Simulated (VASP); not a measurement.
# YbB2 (P6/mmm) in VASP: a series of runs, part 2 of 2

VASP 6.6.1.

## 4. Single point, PBEsol (10.98 Å³/atom)

This run uses another cell than the first one, of 10.98 Å³/atom.

INCAR reads:

```
  PREC = Accurate
  ENCUT = 520
  EDIFF = 1E-6
  ISMEAR = 0
  SIGMA = 0.05
  LREAL = False
  LASPH = True
  NELM = 80
  ALGO = Normal
  ISIF = 2
  LWAVE = False
  LCHARG = False
  GGA = PS
  NBANDS = 22
```

KPOINTS reads:

```
regular mesh
0
Gamma
  14 14 10
```

POSCAR reads:

```
YbB2
1.0
    3.1812037435      0.0000000000      0.0000000000
   -1.5906018718      2.7550032565      0.0000000000
    0.0000000000      0.0000000000      3.7583740261
Yb B
1 2
Direct
    0.0000000000      0.0000000000      0.0000000000
    0.3333333333      0.6666666667      0.5000000000
    0.6666666667      0.3333333333      0.5000000000
```

Potentials or basis: VASP PAW PBE potentials, release 64 (Yb, B).

Launch:

```console
$ cat potpaw_PBE.64/Yb/POTCAR potpaw_PBE.64/B/POTCAR > POTCAR
$ mpirun -np 1 vasp_std > vasp.out
```

OUTCAR:

```text
PREC = Accurate
   ENCUT = 520
   EDIFF = 1E-6
   ISMEAR = 0
   LREAL = False
   LASPH = True
   NELM = 80
   ISIF = 2
   GGA = PS

 ion  position               nearest neighbor table
   1  0.000  0.000  0.000-   2 2.63   3 2.63   2 2.63   3 2.63   3 2.63   3 2.63   2 2.63   2 2.63
                             3 2.63   3 2.63   2 2.63   2 2.63
   2  0.333  0.667  0.500-   3 1.84   3 1.84   3 1.84   1 2.63   1 2.63   1 2.63   1 2.63   1 2.63
                             1 2.63
   3  0.667  0.333  0.500-   2 1.84   2 1.84   2 1.84   1 2.63   1 2.63   1 2.63   1 2.63   1 2.63
                             1 2.63

  LATTYP: Found a hexagonal cell.
 ALAT       =     3.1812037435
 C/A-ratio  =     1.1814314106

  Lattice vectors:

 A1 = (   3.1812037435,   0.0000000000,   0.0000000000)
 A2 = (  -1.5906018718,   2.7550032565,   0.0000000000)
 A3 = (   0.0000000000,   0.0000000000,   3.7583740261)

Analysis of symmetry for initial positions (statically):
=====================================================================
 Subroutine PRICEL returns:
 Original cell was already a primitive cell.

 Routine SETGRP: Setting up the symmetry group for a
 hexagonal supercell.
[... 164 lines left out ...]
  ext. energy  EPLUGINS =         0.00000000
  ---------------------------------------------------
  free energy    TOTEN  =       -19.39736953 eV

  energy without entropy =      -19.39320085  energy(sigma->0) =      -19.39528519

 E-fermi :   4.1686     XC(G=0): -12.6242

 val. band max:        4.1652062249   @ k =   0.4286   0.0714   0.5000
 cond. band min:       4.1695205278   @ k =   0.2857   0.2143   0.4000
 fundamental gap:      0.0043143028
 Fermi energy:         4.1685779792

 k-point     1 :       0.0000    0.0000    0.0000
  band No.  band energies     occupation
      1     -46.6371      2.00000
      2     -18.8702      2.00000
      3     -18.4009      2.00000
      4     -18.4009      2.00000
      5      -7.1094      2.00000
      6       2.5843      2.00000
[... 589 lines left out ...]
     21      16.0245      0.00000
     22      16.4329      0.00000

 [... further k-points ...]
[... 5 lines left out ...]
  --------------------------------------------------------------------------------------
  -------------------------------------------------------------------------------------
  Total        3.3264803      3.3264803      3.4622095     -0.0000000      0.0000000      0.0000000
  in kB      161.8012726    161.8012726    168.4031968     -0.0000000      0.0000000      0.0000000
  external PRESSURE =     164.0019140 kB  Pullay stress =       0.0000000 kB

 VOLUME and BASIS-vectors are now :
 -----------------------------------------------------------------------------
  energy-cutoff  :      520.00
  volume of cell :       32.94
      direct lattice vectors                 reciprocal lattice vectors
     3.181203743  0.000000000  0.000000000     0.314346417  0.181487989  0.000000000
    -1.590601872  2.755003257  0.000000000     0.000000000  0.362975977  0.000000000
     0.000000000  0.000000000  3.758374026     0.000000000  0.000000000  0.266072507

 POSITION                                       TOTAL-FORCE (eV/Angst)
 -----------------------------------------------------------------------------------
      0.00000      0.00000      0.00000         0.000000     -0.000000      0.000000
     -0.00000      1.83667      1.87919         0.000000     -0.000000      0.000000
      1.59060      0.91833      1.87919        -0.000000      0.000000     -0.000000
 -----------------------------------------------------------------------------------
    total drift:                               -0.000000      0.000000     -0.000000

  FREE ENERGIE OF THE ION-ELECTRON SYSTEM (eV)
  ---------------------------------------------------
  free  energy   TOTEN  =       -19.3973695303 eV

  energy  without entropy=      -19.3932008529  energy(sigma->0) =      -19.39528519
```

stdout:

```text
POSCAR found type information on POSCAR YbB
 POSCAR found :  2 types and       3 ions
 scaLAPACK will be used
 -----------------------------------------------------------------------------
|                                                                             |
|                                                                             |
|     You enforced a specific xc type in the INCAR file but a different       |
|     I HOPE YOU KNOW WHAT YOU ARE DOING!                                     |
|                                                                             |
 -----------------------------------------------------------------------------

 LDA part: xc-table for (Slater+PW92), standard interpolation
 POSCAR, INCAR and KPOINTS ok, starting setup
 FFT: planning ... GRIDC
 FFT: planning ... GRID_SOFT
 FFT: planning ... GRID
 WAVECAR not read
 entering main loop
```

Wall time 2.2 min (1 thread of Intel Xeon Platinum 8559C (Emerald Rapids), shared host); peak memory 0.24 GiB.

Results:

| Quantity | Value |
| --- | --- |
| Free energy | -19.3974 eV |
| Pressure | 16.4 GPa |
| Band gap on the k mesh | zero (bands 15 and 16 overlap by 1.39 eV) |

Stress tensor (GPa, compression positive):
```
16.18  0.00  0.00
 0.00 16.18  0.00
 0.00  0.00 16.84
```

Caveat: the cell stands under pressure; the PAW data sets were made with another functional, which shifts forces and pressure a little; spin-orbit coupling is left out, which moves the levels of the heavy elements.

## 5. Single point, PBEsol

This run uses another cell than the first one, of 11.20 Å³/atom.

INCAR reads:

```
SYSTEM = YbB2
PREC     = Accurate       ! precision mode
ENCUT    = 520            ! plane-wave cutoff, eV
EDIFF    = 1E-6           ! SCF threshold, eV
ISMEAR   = 0              ! smearing method
SIGMA    = 0.05           ! smearing width, eV
LREAL    = .False.        ! projectors in reciprocal space
LASPH    = .True.         ! aspherical terms in the spheres
NELM     = 80             ! most SCF steps
ALGO     = Normal         ! electronic algorithm
ISIF     = 2              ! what is computed and relaxed
LWAVE    = .False.        ! write WAVECAR
LCHARG   = .True.         ! write CHGCAR
GGA      = PS             ! functional
LELF     = .True.         ! ELF
LVHAR    = .True.       
NBANDS   = 22             ! bands
```

KPOINTS reads:

```
regular mesh
0
Gamma
  14 14 10
  0 0 0
```

POSCAR reads:

```
YbB2
1.0
    3.2012533895      0.0000000000      0.0000000000
   -1.6006266948      2.7723667593      0.0000000000
    0.0000000000      0.0000000000      3.7871873454
Yb B
1 2
Direct
    0.0000000000      0.0000000000      0.0000000000
    0.3333333333      0.6666666667      0.5000000000
    0.6666666667      0.3333333333      0.5000000000
```

Launch:

```console
$ cat potpaw_PBE.64/Yb/POTCAR potpaw_PBE.64/B/POTCAR > POTCAR
$ mpirun -np 1 vasp_std > vasp.out
```

Run time: 2.6 min. Hardware: 1 thread of Intel Xeon Platinum 8559C (Emerald Rapids), shared host; peak memory 0.24 GiB.

Results (log left out):

```yaml
Free_energy: -19.4062 eV
Pressure: 0.2 GPa
Band_gap_on_the_k_mesh: zero (bands 15 and 16 overlap by 1.36 eV)
```

Stress tensor (GPa, compression positive):
```
0.16 0.00 0.00
0.00 0.16 0.00
0.00 0.00 0.24
```

Levels at points of the mesh, in eV from the Fermi level:
```
           k point  band 12  band 13  band 14  band 15  band 16  band 17  band 18  band 19
(0.00, 0.00, 0.00)    -0.38    -0.36    -0.36    -0.32     0.10     6.65     6.65     6.78
(0.50, 0.00, 0.00)    -0.36    -0.33    -0.26     0.00     0.09     3.73     5.91     7.15
(0.00, 0.00, 0.50)    -0.30    -0.30     1.07     1.07     3.61     3.61     4.05     4.12
(0.50, 0.00, 0.50)    -0.44    -0.37    -0.31    -0.27    -0.02     5.71     6.43     8.80
```

Caveat: the PAW data sets were made with another functional, which shifts forces and pressure a little; spin-orbit coupling is left out, which moves the levels of the heavy elements.

## 6. The runs side by side

| task | cell | cutoff (eV) | gap on the mesh (eV) | pressure (GPa) |
| --- | --- | --- | --- | --- |
| relaxation of shape and atoms at fixed volume | relaxed from a = 3.241, b = 3.241, c = 3.842 Å, angles 90.0, 90.0, 120.0°, 3 atoms | 600 | none | -4.7 |
| single point | a = 3.161, b = 3.161, c = 3.730 Å, angles 90.0, 90.0, 120.0°, 3 atoms | 520 | none | 19.1 |
| single point | a = 3.181, b = 3.181, c = 3.758 Å, angles 90.0, 90.0, 120.0°, 3 atoms | 520 | none | 16.4 |
| single point | a = 3.201, b = 3.201, c = 3.787 Å, angles 90.0, 90.0, 120.0°, 3 atoms | 520 | none | 0.2 |

Alike in all rows: level PBEsol; potentials or basis VASP PAW PBE potentials, release 64 (Yb, B); no spin polarisation; k mesh 14 × 14 × 10; smearing gaussian 0.05 eV.

Caveats: the PAW data sets were made with another functional, which shifts forces and pressure a little; spin-orbit coupling is left out, which moves the levels of the heavy elements; the cell stands under pressure (at least some runs).

Absolute energies hang on the potentials; compare differences alone.
